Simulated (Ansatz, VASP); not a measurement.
**MgO in VASP and in Ansatz**

INCAR

```
SYSTEM = MgO
  PREC = Accurate
  ENCUT = 520
  EDIFF = 1E-7
  ISMEAR = 0
  SIGMA = 0.05
  LREAL = .False.
  LASPH = .True.
  NELM = 60
  ALGO = Normal
  ISIF = 2
  LWAVE = .False.
  LCHARG = .True.
  GGA = PS
  LELF = .True.
  LVHAR = .True.
  NBANDS = 36
```

Contents of KPOINTS:

```
Automatic mesh
0
Gamma
  9 9 2
  0 0 0
```

Contents of POSCAR:

```
MgO
1.0
    2.1075959645     -2.1075959645      0.0000000000
    2.1075959645      0.0000000000     -2.1075959645
    9.2647352416      8.6324564522      8.0001776629
Mg O
6 6
Direct
    1.0000000000     -0.1098665472      0.3662218239
    0.3333333333      0.2722963627      0.2034565688
    0.6666666667      0.5079705430      0.5289870790
    1.0000000000      0.7436447233      0.8545175891
    0.3333333333      0.1258076331      0.6917523341
    0.6666666667      0.6544592725      0.0406913138
    0.6666666667      0.5812149078      0.2848391964
    0.0000000000     -0.0366221824      0.1220739413
    0.3333333333      0.1990519979      0.4476044514
    0.6666666667      0.4347261782      0.7731349616
    1.0000000000      0.8168890880      0.6103697065
    0.3333333333      0.0525632683      0.9359002167
```

Input for Ansatz:

```yaml
crystal:
  lattice:
    - [2.1075959645, -2.1075959645, 0.0]
    - [2.1075959645, 0.0, -2.1075959645]
    - [9.2647352416, 8.6324564522, 8.0001776629]
  atoms:
    - { symbol: Mg, position: [1.0, -0.1098665472, 0.3662218239] }
    - { symbol: Mg, position: [0.3333333333, 0.2722963627, 0.2034565688] }
    - { symbol: Mg, position: [0.6666666667, 0.507970543, 0.528987079] }
    - { symbol: Mg, position: [1.0, 0.7436447233, 0.8545175891] }
    - { symbol: Mg, position: [0.3333333333, 0.1258076331, 0.6917523341] }
    - { symbol: Mg, position: [0.6666666667, 0.6544592725, 0.0406913138] }
    - { symbol: O, position: [0.6666666667, 0.5812149078, 0.2848391964] }
    - { symbol: O, position: [0.0, -0.0366221824, 0.1220739413] }
    - { symbol: O, position: [0.3333333333, 0.1990519979, 0.4476044514] }
    - { symbol: O, position: [0.6666666667, 0.4347261782, 0.7731349616] }
    - { symbol: O, position: [1.0, 0.816889088, 0.6103697065] }
    - { symbol: O, position: [0.3333333333, 0.0525632683, 0.9359002167] }
basis:
  ecutwfc: 520.0
kpoints:
  mp_grid: { grid: [9, 9, 2] }
hamiltonian:
  xc: pbesol
  pseudopotentials: { kind: paw, azcp: { folder: soft_1 } }
scf:
  occupations: { method: gaussian, width: 0.05 }
output:
  forces: true
  stress: true
  eigenvalues: true
```

Alike in both runs: task single point; functional PBEsol; k mesh 9 × 9 × 2; occupations gaussian, width 0.05 eV; no spin polarisation.

```csv
,VASP,Ansatz
version,VASP 6.6.1,Ansatz 0.2.0
potentials or method,"VASP PAW PBE potentials, release 64 (Mg, O), cutoff 520 eV","scalar-relativistic, plane waves, PAW"
valence electrons in the cell,48,96
```

Ansatz gave:

| Property | Result |
| --- | --- |
| gap on the k mesh at the Fermi level (eV) | 2.53 |
| least direct gap on the mesh (eV) | 2.53 |
| pressure (GPa) | -0.3 |
| traceless stress, the component that is largest in VASP (GPa) | -2.99 |
| rms of the force components (eV/Å) | 0.357 |

Question: Estimate VASP's values.

Answer: gap on the k mesh at the Fermi level (eV): 2.49; least direct gap on the mesh (eV): 2.49; pressure (GPa): -0.9; traceless stress, the component that is largest in VASP (GPa): -3.01; rms of the force components (eV/Å): 0.360.

VASP's potentials were made for PBE, not for PBEsol, and Ansatz warns of the same on its side. Atom by atom the forces differ by 0.006 eV/Å (rms over components). With one functional, cell and mesh, what is left measures potentials, basis and numerics. VASP's potentials hold 48 valence electrons a cell and Ansatz's 96, so a difference there can come from the potentials and not from the codes.
